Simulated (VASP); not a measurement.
# I (Fmmm) in VASP: further runs

Runs on I. Level: LDA. Tasks: single point.

Program: VASP 6.6.1. These are calculated values, not measurements. Logs are shortened: lines on timing, memory, paths and dates and some standing lists are left out, and cuts for length are marked.

### 1 The cell of the first run

It takes space group Fmmm (No. 69, orthorhombic). Conventional cell: a = 4.295 Å, b = 4.635 Å, c = 7.660 Å, α = 90.00°, β = 90.00°, γ = 90.00°. I (site symmetry mmm) has 4 I at 3.16 Å within 4.2 Å.

### 2 Single point, LDA

Contents of INCAR:

```
  ALGO = Normal
  EDIFF = 1E-6
  ENCUT = 520
  GGA = CA
  ISIF = 2
  ISMEAR = -1
  LASPH = T
  LCHARG = F
  LREAL = F
  LWAVE = F
  NBANDS = 10
  NELM = 60
  PREC = Accurate
  SIGMA = 0.05
```

Contents of KPOINTS:

```
k-points
0
Gamma
  9 9 9
```

Contents of POSCAR:

```
I
1.0
    0.0000000000      2.3173093325      3.8300250810
    2.1474932061      0.0000000000      3.8300250810
    2.1474932061      2.3173093325      0.0000000000
I
1
Direct
    0.0000000000      0.0000000000      0.0000000000
```

Potentials or basis: VASP PAW LDA potentials, release 64 (I).

On the command line:

```console
$ cat potpaw_LDA.64/I/POTCAR > POTCAR
$ mpirun -np 1 vasp_std > vasp.out
```

OUTCAR:

```text
EDIFF = 1E-6
   ENCUT = 520
   GGA = CA
   ISIF = 2
   ISMEAR = -1
   LASPH = T
   LREAL = F
   NELM = 60
   PREC = Accurate

 ion  position               nearest neighbor table
   1  0.000  0.000  0.000-

  LATTYP: Found a face centered orthorhombic cell.
 ALAT       =     4.2949864122
 B/A-ratio  =     1.0790764441
 C/A-ratio  =     1.7834864716

  Lattice vectors:

 A1 = (   0.0000000000,   2.3173093325,   3.8300250810)
 A2 = (   2.1474932061,   0.0000000000,   3.8300250810)
 A3 = (   2.1474932061,   2.3173093325,   0.0000000000)

Analysis of symmetry for initial positions (statically):
=====================================================================
 Subroutine PRICEL returns:
 Original cell was already a primitive cell.

 Routine SETGRP: Setting up the symmetry group for a
 face centered orthorhombic supercell.

 Subroutine GETGRP returns: Found  8 space group operations
 (whereof  8 operations were pure point group operations)
 out of a pool of  8 trial point group operations.

The static configuration has the point symmetry D_2h.

Analysis of symmetry for dynamics (positions and initial velocities):
=====================================================================
 Subroutine PRICEL returns:
 Original cell was already a primitive cell.

 Routine SETGRP: Setting up the symmetry group for a
 face centered orthorhombic supercell.

 Subroutine GETGRP returns: Found  8 space group operations
 (whereof  8 operations were pure point group operations)
 out of a pool of  8 trial point group operations.

The dynamic configuration has the point symmetry D_2h.

 Subroutine INISYM returns: Found  8 space group operations
 (whereof  8 operations are pure point group operations),
 and found     1 'primitive' translations

----------------------------------------------------------------------------------------

                                     Primitive cell

  volume of cell :      38.1195

  direct lattice vectors                    reciprocal lattice vectors
     0.000000000  2.317309332  3.830025081    -0.232829607  0.215767482  0.130547448
     2.147493206  0.000000000  3.830025081     0.232829607 -0.215767482  0.130547448
     2.147493206  2.317309332  0.000000000     0.232829607  0.215767482 -0.130547448

  length of vectors
     4.476495802  4.390992962  3.159374877     0.343231509  0.343231509  0.343231509

  position of ions in fractional coordinates (direct lattice)
     0.000000000  0.000000000  0.000000000

  ion indices of the primitive-cell ions
   primitive index   ion index
                 1           1

----------------------------------------------------------------------------------------

 KPOINTS: k-points

Automatic generation of k-mesh.
 Grid dimensions read from file:
 generate k-points for:    9    9    9

 Generating k-lattice:

  Cartesian coordinates                     Fractional coordinates (reciprocal lattice)
    -0.025869956  0.023974165  0.014505272     0.111111111 -0.000000000  0.000000000
     0.025869956 -0.023974165  0.014505272    -0.000000000  0.111111111  0.000000000
     0.025869956  0.023974165 -0.014505272     0.000000000  0.000000000  0.111111111

  Length of vectors
     0.038136834  0.038136834  0.038136834

  Shift w.r.t. Gamma in fractional coordinates (k-lattice)
     0.000000000  0.000000000  0.000000000

 Subroutine IBZKPT returns following result:
 ===========================================

 Found    125 irreducible k-points:

 Following reciprocal coordinates:
            Coordinates               Weight
  0.000000  0.000000  0.000000      1.000000
  0.111111  0.000000  0.000000      8.000000
  0.222222 -0.000000  0.000000      8.000000
  0.333333 -0.000000 -0.000000      8.000000
  0.444444 -0.000000  0.000000      8.000000
  0.111111  0.111111  0.000000      2.000000
[... 16 lines left out ...]
 -0.333333  0.333333  0.000000      4.000000
  0.444444  0.444444  0.000000      2.000000
 [... further k-points ...]
   k-points           NKPTS =    125   k-points in BZ     NKDIM =    125   number of bands    NBANDS=     10
   number of dos      NEDOS =    301   number of ions     NIONS =      1
   total plane-waves  NPLWV =  31104
   dimension x,y,z NGX =    36 NGY =   36 NGZ =   24
   dimension x,y,z NGXF=    72 NGYF=   72 NGZF=   48
   ions per type =               1
   NGX,Y,Z   is equivalent  to a cutoff of  13.37, 13.63, 12.63 a.u.
   NGXF,Y,Z  is equivalent  to a cutoff of  26.74, 27.26, 25.26 a.u.
 SYSTEM =  unknown system
   PREC   = accura    normal or accurate (medium, high low for compatibility)
   ISTART =      0    job   : 0-new  1-cont  2-samecut
   ICHARG =      2    charge: 1-file 2-atom 10-const
   ISPIN  =      1    spin polarized calculation?
   LNONCOLLINEAR =      F non collinear calculations
   LSORBIT =      F    spin-orbit coupling
   LASPH  =      T    aspherical Exc in radial PAW
   ENCUT  =  520.0 eV  38.22 Ry    6.18 a.u.   8.32  8.16  5.87*2*pi/ulx,y,z
   NELM   =     60;   NELMIN=  2; NELMDL= -5     # of ELM steps
   EDIFF  = 0.1E-05   stopping-criterion for ELM
   LREAL  =      F    real-space projection
   EDIFFG = 0.1E-04   stopping-criterion for IOM
   NSW    =      0    number of steps for IOM
   IBRION =     -1    ionic relax: 0-MD 1-quasi-New 2-CG
   NFREE  =      0    steps in history (QN), initial steepest desc. (CG)
   ISIF   =      2    stress and relaxation
   ISYM   =      2    0-nonsym 1-usesym 2-fastsym
   POTIM  = 0.5000    time-step for ionic-motion
   TEBEG  =    0.0;   TEEND  =   0.0 temperature during run
   PSTRESS=    0.0 pullay stress
   NELECT =       7.0000    total number of electrons
   NUPDOWN=      -1.0000    fix difference up-down
   EMIN   =  10.00;   EMAX   =-10.00  energy-range for DOS
   EFERMI =   0.00;   METHOD = LEGACY
   ISMEAR =    -1;   SIGMA  =   0.05  broadening in eV -4-tet -1-fermi 0-gaus
   EFERMI_NEDOS =   21; number of points for ismear=-14 and -15
   IALGO  =     38    algorithm
   IMIX   =      4    mixing-type and parameters
     AMIX     =   0.40;   BMIX     =  1.00
     AMIX_MAG =   1.60;   BMIX_MAG =  1.00
  volume/ion in A,a.u.               =      38.12       257.24
  Fermi-wavevector in a.u.,A,eV,Ry     =   0.930519  1.758425 11.780806  0.865865
  Thomas-Fermi vector in A             =   2.056915
   LORBIT       =      0    0 simple, 1 ext, 2 COOP (PROOUT), +10 PAW based schemes
   GGA     = CA    functional components
   LHFCALC =     F    Hartree Fock is set to
   AEXX    =    0.0000 exact exchange contribution
   IVDW    =     0    specifies the selected vdW correction
   LEPSILON=     F    determine dielectric tensor
   LRPA    =     F    only Hartree local field effects (RPA)
 non-spin polarized calculation
  energy-cutoff  :      520.00
  volume of cell :       38.12
 maximum number of plane-waves:      1042
 NGX is ok and might be reduce to    36
   NGX = 17   NGY = 17   NGZ = 11

 number of electron       7.0000000 magnetization

 Free energy of the ion-electron system (eV)
  ---------------------------------------------------
  ext. energy  EPLUGINS =         0.00000000
  ---------------------------------------------------
  free energy    TOTEN  =        -1.94123581 eV

  energy without entropy =       -1.93683889  energy(sigma->0) =       -1.93903735

 E-fermi :   4.0576     XC(G=0):  -8.8596

 val. band max:        4.0535361801   @ k =  -0.2222   0.0000   0.1111
 cond. band min:       4.0979601247   @ k =  -0.1111   0.1111   0.1111
 fundamental gap:      0.0444239447
 Fermi energy:         4.0576190699

 k-point     1 :       0.0000    0.0000    0.0000
  band No.  band energies     occupation
      1     -10.2563      2.00000
      2       1.9722      2.00000
      3       4.9346      0.00000
      4       5.2152      0.00000
      5       8.1970      0.00000
      6      11.5108      0.00000
      7      12.3517      0.00000
      8      16.2293      0.00000
      9      16.3181      0.00000
     10      16.5363      0.00000

 k-point     2 :       0.1111    0.0000    0.0000
  band No.  band energies     occupation
      1     -10.1107      2.00000
      2       1.9595      2.00000
      3       3.8468      1.97095
      4       5.1765      0.00000
      5       8.5862      0.00000
      6      11.9411      0.00000
      7      13.4275      0.00000
      8      13.8853      0.00000
      9      16.5131      0.00000
     10      17.0526      0.00000

 k-point     3 :       0.2222   -0.0000    0.0000
  band No.  band energies     occupation
      1      -9.7010      2.00000
      2       1.5822      2.00000
      3       2.0857      2.00000
      4       5.4105      0.00000
      5       9.3705      0.00000
      6      11.9185      0.00000
      7      12.3623      0.00000
      8      16.2638      0.00000
      9      16.9592      0.00000
     10      17.7135      0.00000

 k-point     4 :       0.3333   -0.0000   -0.0000
  band No.  band energies     occupation
      1      -9.1335      2.00000
      2      -0.2770      2.00000
      3       2.0821      2.00000
      4       5.7153      0.00000
      5       9.1760      0.00000
      6      12.2068      0.00000
      7      12.8484      0.00000
      8      16.1944      0.00000
      9      17.7309      0.00000
     10      18.4429      0.00000
[... 222 lines left out ...]
 k-point    22 :      -0.4444    0.3333    0.0000
  band No.  band energies     occupation
      1      -9.4704      2.00000
      2       0.1783      2.00000
      3       1.4723      2.00000
      4       5.2266      0.00000
      5      11.7275      0.00000
      6      12.7670      0.00000
      7      15.1834      0.00000
      8      17.4082      0.00000
      9      17.9113      0.00000
     10      18.2526      0.00000

 k-point    23 :      -0.3333    0.3333    0.0000
  band No.  band energies     occupation
      1      -8.9746      2.00000
      2      -0.3925      2.00000
      3       0.8269      2.00000
      4       5.5973      0.00000
      5      11.3217      0.00000
      6      12.3582      0.00000
      7      14.4204      0.00000
      8      16.5063      0.00000
      9      18.4807      0.00000
     10      18.8351      0.00000

 k-point    24 :       0.4444    0.4444    0.0000
  band No.  band energies     occupation
      1      -9.9654      2.00000
      2      -0.4230      2.00000
      3       4.6781      0.00001
      4       4.9799      0.00000
      5      10.9383      0.00000
      6      11.3433      0.00000
      7      14.5250      0.00000
      8      19.1650      0.00000
      9      19.2864      0.00000
     10      19.4700      0.00000

 [... further k-points ...]
[... 5 lines left out ...]
  --------------------------------------------------------------------------------------
  -------------------------------------------------------------------------------------
  Total       -0.1254443     -0.1316771     -0.2469393      0.0000000      0.0000000      0.0000000
  in kB       -5.2724698     -5.5344357    -10.3789489      0.0000000      0.0000000      0.0000000
  external PRESSURE =      -7.0619515 kB  Pullay stress =       0.0000000 kB

 VOLUME and BASIS-vectors are now :
 -----------------------------------------------------------------------------
  energy-cutoff  :      520.00
  volume of cell :       38.12
      direct lattice vectors                 reciprocal lattice vectors
     0.000000000  2.317309332  3.830025081    -0.232829607  0.215767482  0.130547448
     2.147493206  0.000000000  3.830025081     0.232829607 -0.215767482  0.130547448
     2.147493206  2.317309332  0.000000000     0.232829607  0.215767482 -0.130547448

 POSITION                                       TOTAL-FORCE (eV/Angst)
 -----------------------------------------------------------------------------------
      0.00000      0.00000      0.00000         0.000000      0.000000      0.000000
 -----------------------------------------------------------------------------------
    total drift:                                0.000000      0.000000      0.000000

  FREE ENERGIE OF THE ION-ELECTRON SYSTEM (eV)
  ---------------------------------------------------
  free  energy   TOTEN  =        -1.9412358088 eV

  energy  without entropy=       -1.9368388931  energy(sigma->0) =       -1.93903735
```

Wall time 12 s (1 thread of Intel Xeon 6975P-C (Granite Rapids), shared host); peak memory 0.18 GiB.

What came out:

| Quantity | Value |
| --- | --- |
| Free energy | -1.9412 eV |
| Pressure | -0.7 GPa |

Stress tensor (GPa, compression positive):
```
-0.53  0.00  0.00
 0.00 -0.55  0.00
 0.00  0.00 -1.04
```

Caveat: spin-orbit coupling is left out, which moves the levels of the heavy elements; an odd number of electrons without spin polarisation forces a metal; a magnetic or distorted state may lie lower.

[end of part 1 of 2]
